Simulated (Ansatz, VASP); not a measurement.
**One calculation of CaO, two programs**

```
CELL_PARAMETERS angstrom
0.00000 2.35388 2.35388
2.35388 0.00000 2.35388
2.35388 2.35388 0.00000
ATOMIC_POSITIONS crystal
Ca 0.00000 0.00000 0.00000
O 0.50000 0.50000 0.50000
```

Alike in both runs: functional LDA; k mesh 8 × 8 × 8; occupations gaussian, width 0.1 eV; no spin polarisation.

Ansatz relaxed the structure, and its values are those at the end. VASP's run is a single point on that final structure, the one shown.

|  | VASP | Ansatz |
| --- | --- | --- |
| version | VASP 6.6.1 | Ansatz 0.2.0 |
| potentials or method | VASP PAW LDA potentials, release 64 (Ca_sv, O_h), cutoff 1340 eV | scalar-relativistic, plane waves, PAW |
| valence electrons in the cell | 16 | 16 |

```tsv
	VASP	Ansatz	Ansatz less VASP
gap on the k mesh at the Fermi level (eV)	3.42	3.45	+0.025
least direct gap on the mesh (eV)	3.78	3.81	+0.027
pressure (GPa)	0.9	0.0	-0.94
```

Ansatz warns that its potentials were made for another functional, while VASP's fit it. LDA's correlation is that of Perdew and Zunger in VASP and of Perdew and Wang (1992) in Ansatz.
